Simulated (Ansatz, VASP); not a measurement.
HfC: VASP beside Ansatz

```
CELL_PARAMETERS angstrom
0.00000 2.32500 2.32500
2.32500 0.00000 2.32500
2.32500 2.32500 0.00000
ATOMIC_POSITIONS crystal
Hf 0.50000 0.50000 0.50000
C 0.00000 0.00000 0.00000
```

Alike in both runs: functional PBEsol; k mesh 10 × 10 × 10; occupations fermi-dirac, width 0.05 eV; no spin polarisation; Hubbard terms Hf d U = 3.0 eV.

```csv
,VASP,Ansatz
version,VASP 6.6.1,Ansatz 0.2.0
potentials or method,"VASP PAW PBE potentials, release 64 (Hf_pv, C)",Ansatz PAW
plane-wave cutoff (eV),520,420
valence electrons in the cell,14,30
task,single point,projected density of states
```

VASP gave:

| Item | Value |
| --- | --- |
| gap on the k mesh at the Fermi level (eV) | none |
| pressure (GPa) | 3.9 |

Q: Estimate Ansatz's values.

A: gap on the k mesh at the Fermi level (eV): none; pressure (GPa): -1.5.

VASP's potentials were made for PBE, not for PBEsol. The programs project onto different local orbitals, so the same U acts differently, and such runs can settle in different states. A gap of «none» marks a metal or a gap that the smearing closes. VASP's potentials hold 14 valence electrons a cell and Ansatz's 30, so a difference there can come from the potentials and not from the codes.

Spin-orbit coupling is off throughout.
